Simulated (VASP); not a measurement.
Runs of VASP 6.6.1 on Ti. The structure is that of space group P6_3/mmc (No. 194), or close to it. The cells are those of the table. 

| cell | further INCAR settings | gap on the mesh (eV) | pressure (GPa) |
| --- | --- | --- | --- |
| a = 2.902, b = 2.902, c = 4.592 Å, angles 90.0, 90.0, 120.0°, 2 atoms | ALGO = Fast; EDIFF = 1e-06; NBANDS = 19 | none | 4.1 |
| a = 2.975, b = 2.975, c = 4.709 Å, angles 90.0, 90.0, 120.0°, 2 atoms | ALGO = Fast; EDIFF = 1e-07; NBANDS = 19 | none | -4.1 |
| a = 2.865, b = 2.865, c = 4.534 Å, angles 90.0, 90.0, 120.0°, 2 atoms | ALGO = Fast; EDIFF = 1e-07; NBANDS = 19 | none | (a) |
| a = 3.012, b = 3.012, c = 4.767 Å, angles 90.0, 90.0, 120.0°, 2 atoms | ALGO = Fast; EDIFF = 1e-07; NBANDS = 19 | none | -7.4 |

Alike in all rows: task single point; level PBE; potentials or basis VASP PAW PBE potentials, release 64 (Ti_sv); no spin polarisation; k mesh 18 × 18 × 10; cutoff (eV) 520; smearing gaussian 0.15 eV.

Q: Fill in the values left out.

A: (a) 9.1.

Caveats: the cell stands under pressure (at least some runs); the cell stands under tension (at least some runs).

A gap of «none» marks levels without a gap at the run's occupations.
